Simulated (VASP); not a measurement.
Pd, 1 atom in the cell. The structure is cubic, space group Fm-3m (No. 225). The conventional cell has a = 3.981 Å, b = 3.981 Å, c = 3.981 Å, α = 90.00°, β = 90.00°, γ = 90.00°. Within 3.7 Å of Pd (site symmetry m-3m) lie 12 Pd at 2.81 Å. 

- Program: VASP 6.6.1
- Task: relaxation of cell and atoms
- Functional: RPBE
- Potentials or basis: VASP PAW PBE potentials, release 64 (Pd)
- Cutoff: 500 eV
- k mesh: 16 × 16 × 16
- Occupations: fermi-dirac, width 0.15 eV
- Spin: no spin polarisation
- Dipole correction: no
- Further INCAR settings: ALGO = Normal; EDIFF = 1e-07; IBRION = 2; EDIFFG = -0.001; NSW = 80; ISIF = 3

Potentials or basis: VASP PAW PBE potentials, release 64 (Pd).

Launch:

```console
$ cat potpaw_PBE.64/Pd/POTCAR > POTCAR
$ mpirun -np 1 vasp_std > vasp.out
```

Hardware: 1 thread of Intel(R) Xeon(R) Platinum 8259CL CPU @ 2.50GHz (Skylake/Cascade Lake), on a shared host.

Estimate the wall time of this run.

Wall time 32 s on 1 thread of Intel(R) Xeon(R) Platinum 8259CL CPU @ 2.50GHz (Skylake/Cascade Lake), on a shared host, peak memory 0.15 GiB. Counts: scf iterations 29, k points 145, ion steps 4.
